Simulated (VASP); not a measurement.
Runs of VASP 6.6.1 on ZnS. The structure is that of space group I-4m2 (No. 119), or close to it. The cells are those of the table. 

```csv
level,cell,k mesh,grid for exact exchange (PRECFOCK),share of exact exchange,screening parameter,gap on the mesh (eV),pressure (GPa)
r2SCAN,"a = 3.803, b = 3.803, c = 3.886 Å, angles 59.3, 59.3, 61.4°, 2 atoms",8 × 8 × 8,-,-,-,2.54,-1.2
r2SCAN,"a = 3.799, b = 3.799, c = 3.924 Å, angles 58.9, 58.9, 62.2°, 2 atoms",8 × 8 × 8,-,-,-,2.46,(b)
HSE06,"a = 3.826, b = 3.826, c = 3.658 Å, angles 61.4, 61.4, 57.1°, 2 atoms",6 × 6 × 6,Normal,0.25,0.2079 1/Å,3.38,4.6
r2SCAN,"a = 3.795, b = 3.795, c = 3.962 Å, angles 58.5, 58.5, 62.9°, 2 atoms",8 × 8 × 8,-,-,-,2.39,(a)
```

Alike in all rows: task single point; potentials or basis VASP PAW PBE potentials, release 64 (Zn, S); no spin polarisation; cutoff (eV) 520; smearing gaussian 0.01 eV.

Problem. Estimate the missing entries.

Solution. (a) -2.2; (b) -1.7.

Caveats: the PAW data sets were made with another functional, which shifts forces and pressure a little; the cell stands under pressure (at least some runs).

